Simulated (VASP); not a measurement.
# SiC in VASP: single point with PBE

Aim: the single point of SiC with PBE.

Everything below comes from runs of VASP 6.6.1. Logs are shortened: lines on timing, memory, paths and dates and some standing lists are left out, and cuts for length are marked.

## Step 1: The cell of the first run

The cell holds a slab with vacuum, 40 atoms: a = 6.194 Å, b = 8.759 Å, c = 26.443 Å, α = 90.00°, β = 90.00°, γ = 90.00°.

## Step 2: Single point, PBE

INCAR reads:

```
SYSTEM = SiC
PREC     = Accurate       ! precision mode
ENCUT    = 520            ! plane-wave cutoff, eV
EDIFF    = 1E-6           ! SCF threshold, eV
ISMEAR   = 0              ! smearing method
SIGMA    = 0.05           ! smearing width, eV
LREAL    = Auto         
LASPH    = .TRUE.         ! aspherical terms in the spheres
NELM     = 60             ! most SCF steps
ALGO     = Normal         ! electronic algorithm
ISIF     = 2              ! what is computed and relaxed
LWAVE    = .FALSE.        ! write WAVECAR
LCHARG   = .FALSE.        ! write CHGCAR
LDIPOL   = .TRUE.       
IDIPOL   = 3            
DIPOL    = 0.5 0.5 0.419
GGA      = PE             ! functional
NBANDS   = 106            ! bands
```

KPOINTS reads:

```
Automatic mesh
0
G
  3 2 1
  0 0 0
```

POSCAR reads:

```
SiC
1.0
    6.1938710141      0.0000000000      0.0000000000
    0.0000000000      8.7594563917      0.0000000000
    0.0000000000      0.0000000000     26.4425710141
Si C
20 20
Direct
    0.2500000000      0.7500000000      0.3025424417
    0.2500000000      0.2500000000      0.3025424417
    0.7500000000      0.7500000000      0.3025424417
    0.7500000000      0.2500000000      0.3025424417
    0.5000000000      0.5000000000      0.3611020936
    0.5000000000      0.0000000000      0.3611020936
    0.0000000000      0.5000000000      0.3611020936
    0.0000000000      0.0000000000      0.3611020936
    0.7500861858      0.2482079537      0.4204385642
    0.7509378090      0.7444682885      0.4187141207
    0.2499264148      0.2482212702      0.4204612119
    0.2490715257      0.7444607334      0.4187066654
    0.0000606379      0.0019260424      0.4793051083
   -0.0000212168      0.4947949813      0.4806413804
    0.5000331256     -0.0029772534      0.4777815399
    0.5000035906      0.4955241284      0.4798887860
    0.2491068534      0.7276285928      0.5258702932
    0.2541844280      0.2384255703      0.5383784902
    0.7508731804      0.7276348221      0.5258749207
    0.7458206164      0.2383689322      0.5383092072
    0.5000000000      0.1250000000      0.3025424417
    0.5000000000      0.6250000000      0.3025424417
    0.0000000000      0.1250000000      0.3025424417
    0.0000000000      0.6250000000      0.3025424417
    0.7500000000      0.8750000000      0.3611020936
    0.7500000000      0.3750000000      0.3611020936
    0.2500000000      0.8750000000      0.3611020936
    0.2500000000      0.3750000000      0.3611020936
    0.0000038738      0.6207641325      0.4198104379
    0.0000173892      0.1249247155      0.4192603900
    0.5000022515      0.6220260888      0.4196468389
    0.5000099152      0.1248118263      0.4189638619
    0.2505345944      0.3735860793      0.4793576667
    0.2485505888      0.8774798630      0.4767419001
    0.7494507564      0.3735211386      0.4793438656
    0.7515131121      0.8775234509      0.4767458245
    0.5000146158      0.1267250118      0.5303260748
    0.4999876649      0.6325392327      0.5336963664
    0.0000351486      0.1322586876      0.5332067773
   -0.0000234073      0.6312694644      0.5347290021
```

Potentials or basis: VASP PAW PBE potentials, release 64 (Si, C).

On the command line:

```
> cat potpaw_PBE.64/Si/POTCAR potpaw_PBE.64/C/POTCAR > POTCAR
> mpirun -np 1 vasp_std > vasp.out
```

OUTCAR:

```text
SYSTEM = SiC
   PREC = Accurate
   ENCUT = 520
   EDIFF = 1E-6
   ISMEAR = 0
   LREAL = Auto
   LASPH = .TRUE.
   NELM = 60
   ISIF = 2
   GGA = PE

 ion  position               nearest neighbor table
   1  0.250  0.750  0.303-  22 1.90  24 1.90  27 1.90  12 3.07   3 3.10   3 3.10   6 3.10   7 3.10
                             8 3.10   5 3.10
   2  0.250  0.250  0.303-  21 1.90  23 1.90  28 1.90   4 3.10   4 3.10   5 3.10   6 3.10   7 3.10
                             8 3.10  11 3.12
   3  0.750  0.750  0.303-  22 1.90  24 1.90  25 1.90  10 3.07   1 3.10   1 3.10   6 3.10   7 3.10
                             8 3.10   5 3.10
   4  0.750  0.250  0.303-  21 1.90  23 1.90  26 1.90   2 3.10   2 3.10   5 3.10   6 3.10   7 3.10
                             8 3.10   9 3.12
   5  0.500  0.500  0.361-  31 1.88  28 1.90  26 1.90  22 1.90  12 3.05  10 3.05   7 3.10   7 3.10
                             1 3.10   2 3.10   3 3.10   4 3.10   9 3.12  11 3.12  16 3.14
   6  0.500  0.000  0.361-  32 1.88  27 1.90  25 1.90  21 1.90  15 3.09   9 3.10  11 3.10   8 3.10
                             8 3.10   2 3.10   3 3.10   4 3.10   1 3.10  12 3.12  10 3.12
   7  0.000  0.500  0.361-  29 1.88  28 1.90  26 1.90  24 1.90  12 3.05  10 3.05   5 3.10   5 3.10
                             1 3.10   2 3.10   3 3.10   4 3.10   9 3.12  11 3.12
   8  0.000  0.000  0.361-  30 1.89  27 1.90  25 1.90  23 1.90   9 3.10  11 3.10   6 3.10   6 3.10
                             1 3.10   2 3.10   3 3.10   4 3.10  12 3.12  10 3.12  13 3.13
   9  0.750  0.248  0.420-  30 1.89  32 1.89  35 1.91  26 1.92  13 3.08  15 3.09  16 3.09  11 3.10
                             8 3.10   6 3.10  14 3.10  11 3.10   4 3.12   7 3.12  20 3.12   5 3.12
  10  0.751  0.744  0.419-  29 1.89  31 1.89  25 1.90  36 1.93  19 2.84   7 3.05   5 3.05   3 3.07
                            12 3.09  12 3.11   8 3.12   6 3.12  15 3.12  16 3.13  14 3.14
  11  0.250  0.248  0.420-  30 1.89  32 1.89  33 1.91  28 1.92  13 3.08  15 3.09  16 3.09   9 3.10
                             8 3.10   6 3.10  14 3.10   9 3.10   2 3.12   7 3.12   5 3.12  18 3.12
  12  0.249  0.744  0.419-  29 1.89  31 1.89  27 1.90  34 1.93  17 2.84   7 3.05   5 3.05   1 3.07
                            10 3.09  10 3.11   8 3.12   6 3.12  15 3.12  16 3.13  14 3.14
  13  0.000  0.002  0.479-  39 1.83  34 1.89  36 1.89  30 1.92  20 3.03  18 3.03  11 3.08   9 3.08
                            15 3.10  15 3.10  17 3.11  19 3.11   8 3.13
  14  1.000  0.495  0.481-  40 1.86  33 1.88  35 1.88  29 1.95  17 2.82  19 2.82  16 3.10  16 3.10
                            11 3.10   9 3.10  10 3.14  12 3.14  20 3.14  18 3.14
  15  0.500  0.997  0.478-  37 1.79  36 1.88  34 1.88  32 1.92  20 3.06  18 3.06   6 3.09  11 3.09
                             9 3.09  13 3.10  13 3.10  19 3.10  17 3.10  10 3.12  12 3.12
  16  0.500  0.496  0.480-  38 1.86  33 1.88  35 1.88  31 1.94  19 2.83  17 2.83  11 3.09   9 3.09
                            14 3.10  14 3.10  20 3.13  18 3.13  10 3.13  12 3.13   5 3.14
  17  0.249  0.728  0.526-  40 1.77  38 1.78  34 1.85  14 2.82  16 2.83  12 2.84  19 3.09  15 3.10
                            19 3.11  13 3.11
  18  0.254  0.238  0.538-  37 1.82  39 1.83  33 1.96  13 3.03  20 3.05  15 3.06  11 3.12  16 3.13
                            14 3.14  20 3.15
  19  0.751  0.728  0.526-  40 1.77  38 1.78  36 1.85  14 2.82  16 2.83  10 2.84  17 3.09  15 3.10
                            17 3.11  13 3.11
  20  0.746  0.238  0.538-  37 1.82  39 1.83  35 1.96  13 3.03  18 3.05  15 3.06   9 3.12  16 3.13
                            14 3.14  18 3.15
  21  0.500  0.125  0.303-   2 1.90   4 1.90   6 1.90
  22  0.500  0.625  0.303-   1 1.90   3 1.90   5 1.90
  23  0.000  0.125  0.303-   2 1.90   4 1.90   8 1.90
  24  0.000  0.625  0.303-   1 1.90   3 1.90   7 1.90
  25  0.750  0.875  0.361-   6 1.90   8 1.90   3 1.90  10 1.90
  26  0.750  0.375  0.361-   5 1.90   7 1.90   4 1.90   9 1.92
  27  0.250  0.875  0.361-   6 1.90   8 1.90   1 1.90  12 1.90
  28  0.250  0.375  0.361-   5 1.90   7 1.90   2 1.90  11 1.92
  29  0.000  0.621  0.420-   7 1.88  12 1.89  10 1.89  14 1.95
  30  0.000  0.125  0.419-   8 1.89  11 1.89   9 1.89  13 1.92
  31  0.500  0.622  0.420-   5 1.88  12 1.89  10 1.89  16 1.94
  32  0.500  0.125  0.419-   6 1.88   9 1.89  11 1.89  15 1.92
  33  0.251  0.374  0.479-  16 1.88  14 1.88  11 1.91  18 1.96
  34  0.249  0.877  0.477-  17 1.85  15 1.88  13 1.89  12 1.93
  35  0.749  0.374  0.479-  16 1.88  14 1.88   9 1.91  20 1.96
  36  0.752  0.878  0.477-  19 1.85  15 1.88  13 1.89  10 1.93
  37  0.500  0.127  0.530-  15 1.79  20 1.82  18 1.82
  38  0.500  0.633  0.534-  17 1.78  19 1.78  16 1.86
  39  0.000  0.132  0.533-  13 1.83  20 1.83  18 1.83
  40  1.000  0.631  0.535-  19 1.77  17 1.77  14 1.86

  LATTYP: Found a simple orthorhombic cell.
 ALAT       =     6.1938710141
 B/A-ratio  =     1.4142135624
 C/A-ratio  =     4.2691510614

  Lattice vectors:

 A1 = (   6.1938710141,   0.0000000000,   0.0000000000)
 A2 = (   0.0000000000,   8.7594563917,   0.0000000000)
 A3 = (   0.0000000000,   0.0000000000,  26.4425710141)

Analysis of symmetry for initial positions (statically):
[... 153 lines left out ...]

 Found      4 irreducible k-points:

 Following reciprocal coordinates:
            Coordinates               Weight
  0.000000  0.000000  0.000000      1.000000
  0.333333  0.000000  0.000000      2.000000
  0.000000  0.500000  0.000000      1.000000
  0.333333  0.500000  0.000000      2.000000
   k-points           NKPTS =      4   k-points in BZ     NKDIM =      4   number of bands    NBANDS=    106
   number of dos      NEDOS =    301   number of ions     NIONS =     40
   total plane-waves  NPLWV = 672000
   dimension x,y,z NGX =    48 NGY =   70 NGZ =  200
   dimension x,y,z NGXF=    96 NGYF=  140 NGZF=  400
   ions per type =              20  20
   NGX,Y,Z   is equivalent  to a cutoff of  12.88, 13.29, 12.57 a.u.
   NGXF,Y,Z  is equivalent  to a cutoff of  25.77, 26.57, 25.15 a.u.
 SYSTEM =  SiC
   PREC   = accura    normal or accurate (medium, high low for compatibility)
   ISTART =      0    job   : 0-new  1-cont  2-samecut
   ICHARG =      2    charge: 1-file 2-atom 10-const
   ISPIN  =      1    spin polarized calculation?
   LNONCOLLINEAR =      F non collinear calculations
   LSORBIT =      F    spin-orbit coupling
   LASPH  =      T    aspherical Exc in radial PAW
   ENCUT  =  520.0 eV  38.22 Ry    6.18 a.u.  11.52 16.29 49.17*2*pi/ulx,y,z
   NELM   =     60;   NELMIN=  2; NELMDL= -5     # of ELM steps
   EDIFF  = 0.1E-05   stopping-criterion for ELM
   LREAL  =      T    real-space projection
   EDIFFG = 0.1E-04   stopping-criterion for IOM
   NSW    =      0    number of steps for IOM
   IBRION =     -1    ionic relax: 0-MD 1-quasi-New 2-CG
   NFREE  =      0    steps in history (QN), initial steepest desc. (CG)
   ISIF   =      2    stress and relaxation
   ISYM   =      2    0-nonsym 1-usesym 2-fastsym
   POTIM  = 0.5000    time-step for ionic-motion
   TEBEG  =    0.0;   TEEND  =   0.0 temperature during run
   PSTRESS=    0.0 pullay stress
   NELECT =     160.0000    total number of electrons
   NUPDOWN=      -1.0000    fix difference up-down
   EMIN   =  10.00;   EMAX   =-10.00  energy-range for DOS
   EFERMI =   0.00;   METHOD = LEGACY
   ISMEAR =     0;   SIGMA  =   0.05  broadening in eV -4-tet -1-fermi 0-gaus
   EFERMI_NEDOS =   21; number of points for ismear=-14 and -15
   IALGO  =     38    algorithm
   IMIX   =      4    mixing-type and parameters
     AMIX     =   0.40;   BMIX     =  1.00
     AMIX_MAG =   1.60;   BMIX_MAG =  1.00
  volume/ion in A,a.u.               =      35.87       242.04
  Fermi-wavevector in a.u.,A,eV,Ry     =   0.788014  1.489130  8.448752  0.620966
  Thomas-Fermi vector in A             =   1.892870
   LORBIT       =      0    0 simple, 1 ext, 2 COOP (PROOUT), +10 PAW based schemes
   GGA     = PE    functional components
   LHFCALC =     F    Hartree Fock is set to
   AEXX    =    0.0000 exact exchange contribution
   IVDW    =     0    specifies the selected vdW correction
   LEPSILON=     F    determine dielectric tensor
   LRPA    =     F    only Hartree local field effects (RPA)
 non-spin polarized calculation
 Gauss-broadening in eV      SIGMA  =   0.05
  energy-cutoff  :      520.00
  volume of cell :     1434.64
 maximum number of plane-waves:     38736
 NGX is ok and might be reduce to    48
   NGX = 23   NGY = 33   NGZ = 99

 dipolmoment           0.000000      0.000000      0.005720 electrons x Angstroem

 number of electron     159.9999986 magnetization

 dipolmoment           0.000000      0.000000     -0.017792 electrons x Angstroem

 Free energy of the ion-electron system (eV)
  ---------------------------------------------------
  ext. energy  EPLUGINS =         0.00000000
  ---------------------------------------------------
  free energy    TOTEN  =      -277.41216805 eV

  energy without entropy =     -277.39546213  energy(sigma->0) =     -277.40381509

 E-fermi :  -0.9547     XC(G=0):  -4.0226

 val. band max:       -0.9721447621   @ k =   0.0000   0.5000   0.0000
 cond. band min:      -0.9303318506   @ k =   0.0000   0.0000   0.0000
 fundamental gap:      0.0418129115
 Fermi energy:        -0.9546983132

 k-point     1 :       0.0000    0.0000    0.0000
  band No.  band energies     occupation
      1     -16.6459      2.00000
      2     -15.4436      2.00000
      3     -15.1398      2.00000
      4     -15.0254      2.00000
      5     -14.1700      2.00000
      6     -13.9278      2.00000
[... 369 lines left out ...]
     91       2.5260      0.00000
     92       2.5521      0.00000
 [bands above 92 left out]

------------------------ aborting loop because EDIFF is reached ----------------------------------------

 vacuum level on the upper side and lower side of the slab       (xc-potential included)        -0.141        -0.083

  FORCE on cell =-STRESS in cart. coord.  units (eV):
  Direction    XX          YY          ZZ          XY          YZ          ZX
  --------------------------------------------------------------------------------------
  -------------------------------------------------------------------------------------
  Total       -2.9831569     -9.5288126    -10.1804010      0.0024269      5.8865882      0.0024902
  in kB       -3.3315297    -10.6415865    -11.3692672      0.0027103      6.5740234      0.0027810
  external PRESSURE =      -8.4474611 kB  Pullay stress =       0.0000000 kB

 VOLUME and BASIS-vectors are now :
 -----------------------------------------------------------------------------
  energy-cutoff  :      520.00
  volume of cell :     1434.64
      direct lattice vectors                 reciprocal lattice vectors
     6.193871014  0.000000000  0.000000000     0.161449923  0.000000000  0.000000000
     0.000000000  8.759456392  0.000000000     0.000000000  0.114162336  0.000000000
     0.000000000  0.000000000 26.442571014     0.000000000  0.000000000  0.037817805

 POSITION                                       TOTAL-FORCE (eV/Angst)
 -----------------------------------------------------------------------------------
      1.54847      6.56959      8.00000        -0.005470     -2.898013      1.642865
      1.54847      2.18986      8.00000        -0.003382     -2.747752      1.657444
      4.64540      6.56959      8.00000         0.005498     -2.897914      1.643363
      4.64540      2.18986      8.00000         0.003734     -2.748089      1.656445
      3.09694      4.37973      9.54847        -0.000196      0.110007     -0.916227
      3.09694      0.00000      9.54847        -0.000291      0.265265     -0.990207
[... 32 lines left out ...]
      0.00022      1.15851     14.09936        -0.001346      0.948724      1.062714
      6.19373      5.52958     14.13961         0.001478     -0.230644      0.332233
 -----------------------------------------------------------------------------------
    total drift:                                0.000259     -0.054873      0.051696

  FREE ENERGIE OF THE ION-ELECTRON SYSTEM (eV)
  ---------------------------------------------------
  free  energy   TOTEN  =      -277.4121680528 eV

  energy  without entropy=     -277.3954621296  energy(sigma->0) =     -277.40381509

 vacuum level on the upper side and lower side of the slab         3.857         3.915
```

Wall time 39 min (1 thread of Intel Xeon Platinum 8488C (Sapphire Rapids), shared host); peak memory 1.4 GiB.

Results:

- Free energy: -277.4122 eV
- Largest force: 3.331 eV/Å
- Band gap on the k mesh: 0.04 eV

Forces in eV/Å, atoms in the order of the input:
```
Si  -0.005 -2.898  1.643
Si  -0.003 -2.748  1.657
Si   0.005 -2.898  1.643
Si   0.004 -2.748  1.656
Si   0.000  0.110 -0.916
Si   0.000  0.265 -0.990
Si   0.000  0.069 -0.913
Si   0.001  0.304 -0.876
Si  -0.001 -0.274 -0.215
Si  -0.016  0.013 -0.068
Si   0.003 -0.273 -0.219
Si   0.017  0.012 -0.067
Si  -0.003 -0.174 -0.036
Si   0.001  0.290 -0.131
Si  -0.002 -0.191 -0.123
Si   0.000  0.296 -0.036
Si   0.061 -0.051 -0.113
Si  -0.415 -1.182 -2.319
Si  -0.063 -0.047 -0.116
Si   0.421 -1.183 -2.312
C    0.000  1.832 -0.397
C    0.000  1.972 -0.484
C    0.000  1.840 -0.387
C    0.000  1.967 -0.472
C    0.014  0.714 -0.445
C   -0.010  0.737 -0.219
C   -0.014  0.714 -0.446
C    0.011  0.736 -0.216
C   -0.001 -0.098  0.122
C    0.000  0.011  0.378
C    0.001 -0.104  0.088
C   -0.001 -0.026  0.363
C    0.025  0.496  0.589
C   -0.006  0.058  0.091
C   -0.025  0.507  0.589
C    0.007  0.049  0.091
C   -0.004  1.426  1.771
C    0.001 -0.242  0.442
C   -0.001  0.949  1.063
C    0.001 -0.231  0.332
```

Caveat: semilocal functionals underestimate gaps, and a narrow one can read as zero.
